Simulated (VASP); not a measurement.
# TiO2 (Fm-3m) in VASP: further runs

Runs on TiO2. Level: r2SCAN. Tasks: single point.

Program: VASP 6.6.1. These are calculated values, not measurements. Logs are shortened: lines on timing, memory, paths and dates and some standing lists are left out, and cuts for length are marked.

**1. The cell of the first run**

It takes space group Fm-3m (No. 225, cubic). The conventional cell has a = 4.794 Å, b = 4.794 Å, c = 4.794 Å, α = 90.00°, β = 90.00°, γ = 90.00°. Ti (site symmetry m-3m) has 8 O at 2.08 Å within 2.7 Å. O (site symmetry -43m) has 4 Ti at 2.08 Å and 6 O at 2.40 Å within 2.7 Å.

**2. Single point, r2SCAN**

POSCAR reads:

```
TiO2
1.0
    0.0000000000      2.3968272579      2.3968272579
    2.3968272579      0.0000000000      2.3968272579
    2.3968272579      2.3968272579      0.0000000000
Ti O
1 2
Direct
    0.0000000000      0.0000000000      0.0000000000
    0.2500000000      0.2500000000      0.2500000000
    0.7500000000      0.7500000000      0.7500000000
```

INCAR.step1 reads:

```
SYSTEM = TiO2
PREC = Accurate ; ENCUT = 1480
ISMEAR = 0 ; SIGMA = 0.01
LREAL = .False. ; LASPH = .True.
NELM = 120 ; NBANDS = 19
GGA = PE ; ALGO = Normal
EDIFF = 1E-5 ; LWAVE = .True.
LCHARG = .False. ; GGA_COMPAT = .False.
```

INCAR.step2 reads:

```
SYSTEM = TiO2
PREC = Accurate ; ENCUT = 1480
EDIFF = 1E-6 ; ISMEAR = 0
SIGMA = 0.01 ; LREAL = .False.
LASPH = .True. ; NELM = 120
ALGO = Normal ; ISIF = 2
LWAVE = .False. ; LCHARG = .True.
METAGGA = R2SCAN ; LMIXTAU = .True.
LELF = .True. ; LVHAR = .True.
NBANDS = 19 ; ISTART = 1
GGA_COMPAT = .False.
```

KPOINTS reads:

```
Automatic mesh
0
Gamma
  3 3 3
  0 0 0
```

Potentials or basis: VASP PAW PBE potentials, release 64 (Ti_sv, O_h).

The run is started by

```sh
> cat potpaw_PBE.64/Ti_sv/POTCAR potpaw_PBE.64/O_h/POTCAR > POTCAR
> cp INCAR.step1 INCAR
> mpirun -np 1 vasp_std > vasp.out
> cp INCAR.step2 INCAR
> mpirun -np 1 vasp_std > vasp.out
```

OUTCAR:

```text
SYSTEM = TiO2
   PREC = Accurate
   ENCUT = 1480
   EDIFF = 1E-6
   ISMEAR = 0
   LREAL = .False.
   LASPH = .True.
   NELM = 120
   ISIF = 2
   METAGGA = R2SCAN
   ISTART = 1

 ion  position               nearest neighbor table
   1  0.000  0.000  0.000-   3 2.08   3 2.08   3 2.08   2 2.08   3 2.08   2 2.08   2 2.08   2 2.08

   2  0.250  0.250  0.250-   1 2.08   1 2.08   1 2.08   1 2.08
   3  0.750  0.750  0.750-   1 2.08   1 2.08   1 2.08   1 2.08

  LATTYP: Found a face centered cubic cell.
 ALAT       =     4.7936545158

  Lattice vectors:

 A1 = (   0.0000000000,   2.3968272579,   2.3968272579)
 A2 = (   2.3968272579,   0.0000000000,   2.3968272579)
 A3 = (   2.3968272579,   2.3968272579,   0.0000000000)

Analysis of symmetry for initial positions (statically):
=====================================================================
 Subroutine PRICEL returns:
 Original cell was already a primitive cell.

 Routine SETGRP: Setting up the symmetry group for a
 face centered cubic supercell.

 Subroutine GETGRP returns: Found 48 space group operations
 (whereof 48 operations were pure point group operations)
 out of a pool of 48 trial point group operations.

The static configuration has the point symmetry O_h .

Analysis of symmetry for dynamics (positions and initial velocities):
=====================================================================
 Subroutine PRICEL returns:
 Original cell was already a primitive cell.

 Routine SETGRP: Setting up the symmetry group for a
 face centered cubic supercell.

 Subroutine GETGRP returns: Found 48 space group operations
 (whereof 48 operations were pure point group operations)
 out of a pool of 48 trial point group operations.

The dynamic configuration has the point symmetry O_h .

 Subroutine INISYM returns: Found 48 space group operations
 (whereof 48 operations are pure point group operations),
 and found     1 'primitive' translations

----------------------------------------------------------------------------------------

                                     Primitive cell

  volume of cell :      27.5385

  direct lattice vectors                    reciprocal lattice vectors
     0.000000000  2.396827258  2.396827258    -0.208609110  0.208609110  0.208609110
     2.396827258  0.000000000  2.396827258     0.208609110 -0.208609110  0.208609110
     2.396827258  2.396827258  0.000000000     0.208609110  0.208609110 -0.208609110

  length of vectors
     3.389625615  3.389625615  3.389625615     0.361321577  0.361321577  0.361321577

  position of ions in fractional coordinates (direct lattice)
     0.000000000  0.000000000  0.000000000
     0.250000000  0.250000000  0.250000000
     0.750000000  0.750000000  0.750000000

  ion indices of the primitive-cell ions
   primitive index   ion index
                 1           1
                 2           2
                 3           3

----------------------------------------------------------------------------------------

 KPOINTS: Automatic mesh

Automatic generation of k-mesh.
 Grid dimensions read from file:
 generate k-points for:    3    3    3

 Generating k-lattice:

  Cartesian coordinates                     Fractional coordinates (reciprocal lattice)
    -0.069536370  0.069536370  0.069536370     0.333333333  0.000000000  0.000000000
     0.069536370 -0.069536370  0.069536370     0.000000000  0.333333333  0.000000000
     0.069536370  0.069536370 -0.069536370     0.000000000  0.000000000  0.333333333

  Length of vectors
     0.120440526  0.120440526  0.120440526

  Shift w.r.t. Gamma in fractional coordinates (k-lattice)
     0.000000000  0.000000000  0.000000000

 Subroutine IBZKPT returns following result:
 ===========================================

 Found      4 irreducible k-points:

 Following reciprocal coordinates:
            Coordinates               Weight
  0.000000  0.000000  0.000000      1.000000
  0.333333  0.000000  0.000000      8.000000
  0.333333  0.333333  0.000000      6.000000
 -0.333333  0.333333  0.000000     12.000000
   k-points           NKPTS =      4   k-points in BZ     NKDIM =      4   number of bands    NBANDS=     19
   number of dos      NEDOS =    301   number of ions     NIONS =      3
   total plane-waves  NPLWV = 110592
   dimension x,y,z NGX =    48 NGY =   48 NGZ =   48
   dimension x,y,z NGXF=    96 NGYF=   96 NGZF=   96
   ions per type =               1   2
   NGX,Y,Z   is equivalent  to a cutoff of  23.54, 23.54, 23.54 a.u.
   NGXF,Y,Z  is equivalent  to a cutoff of  47.08, 47.08, 47.08 a.u.
 SYSTEM =  TiO2
   PREC   = accura    normal or accurate (medium, high low for compatibility)
   ISTART =      1    job   : 0-new  1-cont  2-samecut
   ICHARG =      0    charge: 1-file 2-atom 10-const
   ISPIN  =      1    spin polarized calculation?
   LNONCOLLINEAR =      F non collinear calculations
   LSORBIT =      F    spin-orbit coupling
   LASPH  =      T    aspherical Exc in radial PAW
   ENCUT  = 1480.0 eV 108.78 Ry   10.43 a.u.  10.63 10.63 10.63*2*pi/ulx,y,z
   NELM   =    120;   NELMIN=  2; NELMDL=  0     # of ELM steps
   EDIFF  = 0.1E-05   stopping-criterion for ELM
   LREAL  =      F    real-space projection
[... 7 lines left out ...]
   TEBEG  =    0.0;   TEEND  =   0.0 temperature during run
   PSTRESS=    0.0 pullay stress
   NELECT =      24.0000    total number of electrons
   NUPDOWN=      -1.0000    fix difference up-down
   EMIN   =  10.00;   EMAX   =-10.00  energy-range for DOS
   EFERMI =   0.00;   METHOD = LEGACY
   ISMEAR =     0;   SIGMA  =   0.01  broadening in eV -4-tet -1-fermi 0-gaus
   EFERMI_NEDOS =   21; number of points for ismear=-14 and -15
   IALGO  =     38    algorithm
   IMIX   =      4    mixing-type and parameters
     AMIX     =   0.40;   BMIX     =  1.00
     AMIX_MAG =   1.60;   BMIX_MAG =  1.00
  volume/ion in A,a.u.               =       9.18        61.95
  Fermi-wavevector in a.u.,A,eV,Ry     =   1.563742  2.955044 33.270189  2.445290
  Thomas-Fermi vector in A             =   2.666469
   LORBIT       =      0    0 simple, 1 ext, 2 COOP (PROOUT), +10 PAW based schemes
   METAGGA = R2SCAN    functional components
   LHFCALC =     F    Hartree Fock is set to
   AEXX    =    0.0000 exact exchange contribution
   IVDW    =     0    specifies the selected vdW correction
   LEPSILON=     F    determine dielectric tensor
   LRPA    =     F    only Hartree local field effects (RPA)
 non-spin polarized calculation
 Gauss-broadening in eV      SIGMA  =   0.01
  energy-cutoff  :     1480.00
  volume of cell :       27.54
 maximum number of plane-waves:      3561
 NGX is ok and might be reduce to    42
   NGX = 21   NGY = 21   NGZ = 21

 number of electron      24.0000000 magnetization

 Free energy of the ion-electron system (eV)
  ---------------------------------------------------
  ext. energy  EPLUGINS =         0.00000000
  ---------------------------------------------------
  free energy    TOTEN  =       -34.13082787 eV

  energy without entropy =      -34.13082787  energy(sigma->0) =      -34.13082787

 E-fermi :   6.9870     XC(G=0): -13.0629

 val. band max:        6.7712165182   @ k =  -0.3333   0.3333   0.0000
 cond. band min:       9.2301108798   @ k =   0.0000   0.0000   0.0000
 fundamental gap:      2.4588943615
 Fermi energy:         6.9870197100

 k-point     1 :       0.0000    0.0000    0.0000
  band No.  band energies     occupation
      1     -52.3187      2.00000
      2     -27.3537      2.00000
      3     -27.3537      2.00000
      4     -27.3537      2.00000
      5     -13.0782      2.00000
      6      -9.2660      2.00000
[... 11 lines left out ...]
     18      15.9593      0.00000
     19      22.7212      0.00000

 k-point     2 :       0.3333    0.0000    0.0000
  band No.  band energies     occupation
      1     -52.3009      2.00000
      2     -27.5527      2.00000
      3     -27.3770      2.00000
      4     -27.3769      2.00000
      5     -12.0230      2.00000
      6     -10.3337      2.00000
[... 11 lines left out ...]
     18      18.2896      0.00000
     19      22.7429      0.00000

 k-point     3 :       0.3333    0.3333    0.0000
  band No.  band energies     occupation
      1     -52.2950      2.00000
      2     -27.5651      2.00000
      3     -27.4107      2.00000
      4     -27.4107      2.00000
      5     -11.6772      2.00000
      6     -10.5016      2.00000
[... 11 lines left out ...]
     18      18.5285      0.00000
     19      22.6182      0.00000

 k-point     4 :      -0.3333    0.3333    0.0000
  band No.  band energies     occupation
      1     -52.2891      2.00000
      2     -27.5392      2.00000
      3     -27.5223      2.00000
      4     -27.4055      2.00000
      5     -11.1224      2.00000
      6     -10.9256      2.00000
[... 11 lines left out ...]
     18      19.6161      0.00000
     19      24.4773      0.00000

------------------------ aborting loop because EDIFF is reached ----------------------------------------

  FORCE on cell =-STRESS in cart. coord.  units (eV):
  Direction    XX          YY          ZZ          XY          YZ          ZX
  --------------------------------------------------------------------------------------
  -------------------------------------------------------------------------------------
  Total        0.2362825      0.2362825      0.2362825      0.0000000      0.0000000      0.0000000
  in kB       13.7468115     13.7468115     13.7468115      0.0000000      0.0000000      0.0000000
  external PRESSURE =      13.7468115 kB  Pullay stress =       0.0000000 kB

 VOLUME and BASIS-vectors are now :
 -----------------------------------------------------------------------------
  energy-cutoff  :     1480.00
  volume of cell :       27.54
      direct lattice vectors                 reciprocal lattice vectors
     0.000000000  2.396827258  2.396827258    -0.208609110  0.208609110  0.208609110
     2.396827258  0.000000000  2.396827258     0.208609110 -0.208609110  0.208609110
     2.396827258  2.396827258  0.000000000     0.208609110  0.208609110 -0.208609110

 POSITION                                       TOTAL-FORCE (eV/Angst)
 -----------------------------------------------------------------------------------
      0.00000      0.00000      0.00000         0.000000      0.000000     -0.000000
      1.19841      1.19841      1.19841         0.000000      0.000000     -0.000000
      3.59524      3.59524      3.59524        -0.000000     -0.000000      0.000000
 -----------------------------------------------------------------------------------
    total drift:                               -0.000000     -0.000000      0.000000

  FREE ENERGIE OF THE ION-ELECTRON SYSTEM (eV)
  ---------------------------------------------------
  free  energy   TOTEN  =       -34.1308278651 eV

  energy  without entropy=      -34.1308278651  energy(sigma->0) =      -34.13082787
```

It took 82 s on 1 thread of Intel Xeon Platinum 8259CL at 2.50GHz (Skylake/Cascade Lake), shared host; peak memory 0.36 GiB.

Results:

| Property | Result |
| --- | --- |
| Free energy | -34.1308 eV |
| Pressure | 1.4 GPa |
| Band gap on the k mesh | 2.46 eV (least direct gap 2.46 eV) |

Caveat: the k points lie up to 0.76 Å⁻¹ apart; the structure was generated, so it needn't be the stable form of TiO2; the PAW data sets were made with another functional, which shifts forces and pressure a little.

(Continued in part 2 of 2.)
